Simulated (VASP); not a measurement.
# ZnSe (P4/nmm) in VASP: single point with PBEsol

Aim: the single point of ZnSe with PBEsol.

Everything below comes from runs of VASP 6.6.1. Logs are shortened: lines on timing, memory, paths and dates and some standing lists are left out, and cuts for length are marked.

### 1 The cell of the first run

It takes space group P4/nmm (No. 129, tetragonal). The conventional cell has a = 4.308 Å, b = 4.308 Å, c = 6.192 Å, α = 90.00°, β = 90.00°, γ = 90.00°. Within 3.6 Å of Zn (site symmetry -4m2) lie 4 Se at 2.72 Å and 4 Zn at 3.05 Å. Se (site symmetry 4mm) has 4 Zn at 2.72 Å within 3.6 Å.

### 2 Single point, PBEsol

The input, INCAR:

```
SYSTEM = ZnSe
PREC = Accurate
ENCUT = 520
EDIFF = 1E-6
ISMEAR = 0
SIGMA = 0.05
LREAL = .False.
LASPH = .True.
NELM = 100
ALGO = Normal
ISIF = 2
LWAVE = .False.
LCHARG = .False.
GGA = PS
NBANDS = 26
```

The input, KPOINTS:

```
Automatic mesh
0
Gamma
  8 8 6
  0 0 0
```

The input, POSCAR:

```
ZnSe
1.0
    4.3079000000      0.0000000000      0.0000000000
    0.0000000000      4.3079000000      0.0000000000
    0.0000000000      0.0000000000      6.1921000000
Zn Se
2 2
Direct
    0.0000000000      0.0000000000      0.0000000000
    0.5000000000      0.5000000000      0.0000000000
    0.0000000000      0.5000000000      0.2681677050
    0.5000000000      0.0000000000      0.7318322950
```

Potentials or basis: VASP PAW PBE potentials, release 64 (Zn, Se).

Command:

```console
$ cat potpaw_PBE.64/Zn/POTCAR potpaw_PBE.64/Se/POTCAR > POTCAR
$ mpirun -np 1 vasp_std > vasp.out
```

OUTCAR:

```text
SYSTEM = ZnSe
   PREC = Accurate
   ENCUT = 520
   EDIFF = 1E-6
   ISMEAR = 0
   LREAL = .False.
   LASPH = .True.
   NELM = 100
   ISIF = 2
   GGA = PS

 ion  position               nearest neighbor table
   1  0.000  0.000  0.000-   3 2.72   4 2.72   3 2.72   4 2.72   2 3.05   2 3.05   2 3.05   2 3.05

   2  0.500  0.500  0.000-   3 2.72   4 2.72   4 2.72   3 2.72   1 3.05   1 3.05   1 3.05   1 3.05

   3  0.000  0.500  0.268-   1 2.72   2 2.72   1 2.72   2 2.72
   4  0.500  0.000  0.732-   1 2.72   2 2.72   2 2.72   1 2.72

  LATTYP: Found a simple tetragonal cell.
 ALAT       =     4.3079000000
 C/A-ratio  =     1.4373824833

  Lattice vectors:

 A1 = (   4.3079000000,   0.0000000000,   0.0000000000)
 A2 = (   0.0000000000,   4.3079000000,   0.0000000000)
 A3 = (   0.0000000000,   0.0000000000,   6.1921000000)

Analysis of symmetry for initial positions (statically):
=====================================================================
 Subroutine PRICEL returns:
 Original cell was already a primitive cell.

 Routine SETGRP: Setting up the symmetry group for a
 simple tetragonal supercell.

 Subroutine GETGRP returns: Found 16 space group operations
 (whereof  8 operations were pure point group operations)
 out of a pool of 16 trial point group operations.

The static configuration has the point symmetry D_2d.
 The point group associated with its full space group is D_4h.

Analysis of symmetry for dynamics (positions and initial velocities):
=====================================================================
 Subroutine PRICEL returns:
 Original cell was already a primitive cell.

 Routine SETGRP: Setting up the symmetry group for a
 simple tetragonal supercell.

 Subroutine GETGRP returns: Found 16 space group operations
 (whereof  8 operations were pure point group operations)
 out of a pool of 16 trial point group operations.

The dynamic configuration has the point symmetry D_2d.
 The point group associated with its full space group is D_4h.

 Subroutine INISYM returns: Found 16 space group operations
 (whereof  8 operations are pure point group operations),
 and found     1 'primitive' translations

----------------------------------------------------------------------------------------

                                     Primitive cell

  volume of cell :     114.9130

  direct lattice vectors                    reciprocal lattice vectors
     4.307900000  0.000000000  0.000000000     0.232131665  0.000000000  0.000000000
     0.000000000  4.307900000  0.000000000     0.000000000  0.232131665  0.000000000
     0.000000000  0.000000000  6.192100000     0.000000000  0.000000000  0.161496100

  length of vectors
     4.307900000  4.307900000  6.192100000     0.232131665  0.232131665  0.161496100

  position of ions in fractional coordinates (direct lattice)
     0.000000000  0.000000000  0.000000000
     0.500000000  0.500000000  0.000000000
     0.000000000  0.500000000  0.268167705
     0.500000000  0.000000000  0.731832295

  ion indices of the primitive-cell ions
   primitive index   ion index
                 1           1
                 2           2
                 3           3
                 4           4

----------------------------------------------------------------------------------------

 KPOINTS: Automatic mesh

Automatic generation of k-mesh.
 Grid dimensions read from file:
 generate k-points for:    8    8    6

 Generating k-lattice:

  Cartesian coordinates                     Fractional coordinates (reciprocal lattice)
     0.029016458  0.000000000  0.000000000     0.125000000  0.000000000  0.000000000
     0.000000000  0.029016458  0.000000000     0.000000000  0.125000000  0.000000000
     0.000000000  0.000000000  0.026916017     0.000000000  0.000000000  0.166666667

  Length of vectors
     0.029016458  0.029016458  0.026916017

  Shift w.r.t. Gamma in fractional coordinates (k-lattice)
     0.000000000  0.000000000  0.000000000

 Subroutine IBZKPT returns following result:
 ===========================================

 Found     60 irreducible k-points:

 Following reciprocal coordinates:
            Coordinates               Weight
  0.000000  0.000000  0.000000      1.000000
  0.125000  0.000000  0.000000      4.000000
  0.250000  0.000000  0.000000      4.000000
  0.375000  0.000000  0.000000      4.000000
  0.500000  0.000000  0.000000      2.000000
  0.125000  0.125000  0.000000      4.000000
[... 16 lines left out ...]
  0.375000  0.125000  0.166667     16.000000
  0.500000  0.125000  0.166667      8.000000
 [... further k-points ...]
   k-points           NKPTS =     60   k-points in BZ     NKDIM =     60   number of bands    NBANDS=     26
   number of dos      NEDOS =    301   number of ions     NIONS =      4
   total plane-waves  NPLWV =  49152
   dimension x,y,z NGX =    32 NGY =   32 NGZ =   48
   dimension x,y,z NGXF=    64 NGYF=   64 NGZF=   96
   ions per type =               2   2
   NGX,Y,Z   is equivalent  to a cutoff of  12.35, 12.35, 12.89 a.u.
   NGXF,Y,Z  is equivalent  to a cutoff of  24.70, 24.70, 25.77 a.u.
 SYSTEM =  ZnSe
   PREC   = accura    normal or accurate (medium, high low for compatibility)
   ISTART =      0    job   : 0-new  1-cont  2-samecut
   ICHARG =      2    charge: 1-file 2-atom 10-const
   ISPIN  =      1    spin polarized calculation?
   LNONCOLLINEAR =      F non collinear calculations
   LSORBIT =      F    spin-orbit coupling
   LASPH  =      T    aspherical Exc in radial PAW
   ENCUT  =  520.0 eV  38.22 Ry    6.18 a.u.   8.01  8.01 11.51*2*pi/ulx,y,z
   NELM   =    100;   NELMIN=  2; NELMDL= -5     # of ELM steps
   EDIFF  = 0.1E-05   stopping-criterion for ELM
   LREAL  =      F    real-space projection
   EDIFFG = 0.1E-04   stopping-criterion for IOM
   NSW    =      0    number of steps for IOM
   IBRION =     -1    ionic relax: 0-MD 1-quasi-New 2-CG
   NFREE  =      0    steps in history (QN), initial steepest desc. (CG)
   ISIF   =      2    stress and relaxation
   ISYM   =      2    0-nonsym 1-usesym 2-fastsym
   POTIM  = 0.5000    time-step for ionic-motion
   TEBEG  =    0.0;   TEEND  =   0.0 temperature during run
   PSTRESS=    0.0 pullay stress
   NELECT =      36.0000    total number of electrons
   NUPDOWN=      -1.0000    fix difference up-down
   EMIN   =  10.00;   EMAX   =-10.00  energy-range for DOS
   EFERMI =   0.00;   METHOD = LEGACY
   ISMEAR =     0;   SIGMA  =   0.05  broadening in eV -4-tet -1-fermi 0-gaus
   EFERMI_NEDOS =   21; number of points for ismear=-14 and -15
   IALGO  =     38    algorithm
   IMIX   =      4    mixing-type and parameters
     AMIX     =   0.40;   BMIX     =  1.00
     AMIX_MAG =   1.60;   BMIX_MAG =  1.00
  volume/ion in A,a.u.               =      28.73       193.87
  Fermi-wavevector in a.u.,A,eV,Ry     =   1.111866  2.101123 16.820160  1.236247
  Thomas-Fermi vector in A             =   2.248434
   LORBIT       =      0    0 simple, 1 ext, 2 COOP (PROOUT), +10 PAW based schemes
   GGA     = PS    functional components
   LHFCALC =     F    Hartree Fock is set to
   AEXX    =    0.0000 exact exchange contribution
   IVDW    =     0    specifies the selected vdW correction
   LEPSILON=     F    determine dielectric tensor
   LRPA    =     F    only Hartree local field effects (RPA)
 non-spin polarized calculation
 Gauss-broadening in eV      SIGMA  =   0.05
  energy-cutoff  :      520.00
  volume of cell :      114.91
 maximum number of plane-waves:      3132
   NGX = 17   NGY = 17   NGZ = 23

 number of electron      36.0000015 magnetization

 Free energy of the ion-electron system (eV)
  ---------------------------------------------------
  ext. energy  EPLUGINS =         0.00000000
  ---------------------------------------------------
  free energy    TOTEN  =       -12.01980902 eV

  energy without entropy =      -12.01980902  energy(sigma->0) =      -12.01980902

 E-fermi :   0.0978     XC(G=0):  -8.4715

 val. band max:       -0.1786331426   @ k =   0.0000   0.0000   0.0000
 cond. band min:       1.1380489696   @ k =   0.0000   0.0000   0.0000
 fundamental gap:      1.3166821121
 Fermi energy:         0.0978106214

 k-point     1 :       0.0000    0.0000    0.0000
  band No.  band energies     occupation
      1     -12.3172      2.00000
      2     -11.6824      2.00000
      3      -6.5714      2.00000
      4      -6.5317      2.00000
      5      -6.4665      2.00000
      6      -6.4533      2.00000
[... 18 lines left out ...]
     25       8.7340      0.00000
     26       9.6130      0.00000

 k-point     2 :       0.1250    0.0000    0.0000
  band No.  band energies     occupation
      1     -12.2729      2.00000
      2     -11.6819      2.00000
      3      -6.5569      2.00000
      4      -6.5046      2.00000
      5      -6.4544      2.00000
      6      -6.4424      2.00000
[... 18 lines left out ...]
     25       8.3408      0.00000
     26       8.6739      0.00000

 k-point     3 :       0.2500    0.0000    0.0000
  band No.  band energies     occupation
      1     -12.1527      2.00000
      2     -11.6916      2.00000
      3      -6.5138      2.00000
      4      -6.4333      2.00000
      5      -6.4194      2.00000
      6      -6.4050      2.00000
[... 18 lines left out ...]
     25       7.4776      0.00000
     26       7.4985      0.00000

 k-point     4 :       0.3750    0.0000    0.0000
  band No.  band energies     occupation
      1     -11.9926      2.00000
      2     -11.7379      2.00000
      3      -6.4442      2.00000
      4      -6.3663      2.00000
      5      -6.3602      2.00000
      6      -6.3455      2.00000
[... 18 lines left out ...]
     25       6.9641      0.00000
     26       7.5858      0.00000
[... 496 lines left out ...]
      1     -12.0909      2.00000
      2     -11.7094      2.00000
      3      -6.5399      2.00000
      4      -6.4270      2.00000
      5      -6.4079      2.00000
      6      -6.3748      2.00000
[... 18 lines left out ...]
     25       6.4294      0.00000
     26       8.3152      0.00000

 k-point    23 :       0.3750    0.1250    0.1667
  band No.  band energies     occupation
      1     -11.9464      2.00000
      2     -11.7358      2.00000
      3      -6.4826      2.00000
      4      -6.3716      2.00000
      5      -6.3622      2.00000
      6      -6.3131      2.00000
[... 18 lines left out ...]
     25       7.7398      0.00000
     26       8.2117      0.00000

 k-point    24 :       0.5000    0.1250    0.1667
  band No.  band energies     occupation
      1     -11.8160      2.00000
      2     -11.8160      2.00000
      3      -6.3947      2.00000
      4      -6.3947      2.00000
      5      -6.3061      2.00000
      6      -6.3061      2.00000
[... 18 lines left out ...]
     25       8.0239      0.00000
     26       8.0239      0.00000

 [... further k-points ...]

------------------------ aborting loop because EDIFF is reached ----------------------------------------

  FORCE on cell =-STRESS in cart. coord.  units (eV):
  Direction    XX          YY          ZZ          XY          YZ          ZX
  --------------------------------------------------------------------------------------
  -------------------------------------------------------------------------------------
  Total       -6.1478889     -6.1478889     -6.8795268      0.0000000      0.0000000      0.0000000
  in kB      -85.7170870    -85.7170870    -95.9179664      0.0000000      0.0000000      0.0000000
  external PRESSURE =     -89.1173801 kB  Pullay stress =       0.0000000 kB

 VOLUME and BASIS-vectors are now :
 -----------------------------------------------------------------------------
  energy-cutoff  :      520.00
  volume of cell :      114.91
      direct lattice vectors                 reciprocal lattice vectors
     4.307900000  0.000000000  0.000000000     0.232131665  0.000000000  0.000000000
     0.000000000  4.307900000  0.000000000     0.000000000  0.232131665  0.000000000
     0.000000000  0.000000000  6.192100000     0.000000000  0.000000000  0.161496100

 POSITION                                       TOTAL-FORCE (eV/Angst)
 -----------------------------------------------------------------------------------
      0.00000      0.00000      0.00000         0.000000     -0.000000      0.000000
      2.15395      2.15395      0.00000        -0.000000      0.000000      0.000000
      0.00000      2.15395      1.66052         0.000000     -0.000000     -1.929179
      2.15395      0.00000      4.53158         0.000000     -0.000000      1.929179
 -----------------------------------------------------------------------------------
    total drift:                                0.000000     -0.000000     -0.000000

  FREE ENERGIE OF THE ION-ELECTRON SYSTEM (eV)
  ---------------------------------------------------
  free  energy   TOTEN  =       -12.0198090207 eV

  energy  without entropy=      -12.0198090207  energy(sigma->0) =      -12.01980902
```

It took 1.8 min on 1 thread of Intel Xeon Platinum 8259CL at 2.50GHz (Skylake/Cascade Lake), shared host; peak memory 0.31 GiB.

Results:

```
Free energy            : -12.0198 eV
Pressure               : -8.9 GPa
Largest force          : 1.929 eV/Å
Band gap on the k mesh : 1.32 eV
```

Forces on the atoms (eV/Å):
```
Zn   0.000  0.000  0.000
Zn   0.000  0.000  0.000
Se   0.000  0.000 -1.929
Se   0.000  0.000  1.929
```

Caveat: the cell stands under tension; the PAW data sets were made with another functional, which shifts forces and pressure a little. A k mesh can miss the band edges.
